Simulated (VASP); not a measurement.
Pb:

```
CELL_PARAMETERS angstrom
2.99754 -1.72666 0.00000
2.99754 1.72666 0.00000
-2.08687 0.00000 6.01285
ATOMIC_POSITIONS crystal
Pb 0.90851 0.90851 0.72629
Pb 0.09149 0.09149 0.27371
```

Base run:

| Property | Result |
| --- | --- |
| Program | VASP 6.6.1 |
| Functional | PBEsol |
| Potentials or basis | VASP PAW PBE potentials, release 64 (Pb_d) |
| Cutoff | 520 eV |
| k mesh | 9 × 9 × 5 |
| Occupations | fermi-dirac, width 0.05 eV |
| Spin | no spin polarisation |

Its results: band gap on the k mesh zero (band 14 reaches 13.23 eV, above the bottom of band 15 at 5.31 eV); pressure -0.2 GPa; largest force 0.067 eV/Å.

Task: The run is repeated on the same cell with these changes: functional from PBEsol to r2SCAN; further incar settings from ALGO = Fast; EDIFF = 1e-07; NBANDS = 21 to ALGO = Normal; EDIFF = 1e-06; NBANDS = 21. What comes out?

Result: Band gap on the k mesh zero (band 14 reaches 13.67 eV, above the bottom of band 15 at 5.38 eV); pressure 1.5 GPa; largest force 0.073 eV/Å.

Caveats: the PAW data sets were made with another functional, which shifts forces and pressure a little; spin-orbit coupling is left out, which moves the levels of the heavy elements.
